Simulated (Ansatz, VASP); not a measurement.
## One calculation of NbRu3, two programs

The input INCAR:

```
  PREC = Accurate
  ENCUT = 520
  EDIFF = 1E-8
  ISMEAR = -1
  SIGMA = 0.05
  LREAL = False
  LASPH = True
  NELM = 80
  ALGO = Normal
  ISIF = 2
  LWAVE = False
  LCHARG = False
  LEFG = True
  NBANDS = 36
```

File KPOINTS:

```
regular mesh
0
Gamma
  9 9 9
```

POSCAR

```
NbRu3
1.0
    3.8800000000      0.0388000000      0.0388000000
    0.0388000000      3.8800000000      0.0388000000
    0.0388000000      0.0388000000      3.8800000000
Nb Ru
1 3
Direct
    0.0000000000      0.0000000000      0.0000000000
    0.0000000000      0.5000000000      0.5000000000
    0.5000000000      0.0000000000      0.5000000000
    0.5000000000      0.5000000000      0.0000000000
```

Input for Ansatz:

```yaml
crystal:
  lattice:
    - [3.88, 0.0388, 0.0388]
    - [0.0388, 3.88, 0.0388]
    - [0.0388, 0.0388, 3.88]
  atoms:
    - { symbol: Nb, position: [0.0, 0.0, 0.0] }
    - { symbol: Ru, position: [0.0, 0.5, 0.5] }
    - { symbol: Ru, position: [0.5, 0.0, 0.5] }
    - { symbol: Ru, position: [0.5, 0.5, 0.0] }
kpoints:
  mp_grid: { grid: [9, 9, 9] }
scf:
  occupations: { method: fermi_dirac, width: 0.05 }
hamiltonian:
  xc: lda
  pseudopotentials: { kind: all_electron, datasets: crystal }
output:
  forces: true
  stress: true
  eigenvalues: true
  efg: { contact_densities: true }
```

Change from the starting cell: equal xy, yz and zx shear strains of +2 %, crystal datasets.

Alike in both runs: task electric field gradients; functional LDA; k mesh 9 × 9 × 9; occupations fermi-dirac, width 0.05 eV; no spin polarisation.

|  | VASP | Ansatz |
| --- | --- | --- |
| version | VASP 6.6.1 | Ansatz 0.2.0 |
| potentials or method | VASP PAW LDA potentials, release 64 (Nb_sv, Ru_pv), cutoff 520 eV | all-electron PAW with datasets made for the crystal, scalar-relativistic |

|  | VASP | Ansatz | Ansatz less VASP |
| --- | --- | --- | --- |
| pressure (GPa) | -10.6 | -11.1 | -0.43 |
| traceless stress, the component that is largest in VASP (GPa) | -3.24 | -3.23 | +0.010 |
| size of Vzz on the site where it differs most (V/Å²) | 19.3 | 16.1 | -3.13 |

LDA's correlation is that of Perdew and Zunger in VASP and of Perdew and Wang (1992) in Ansatz. Ansatz ran all-electron here, and VASP with PAW potentials.
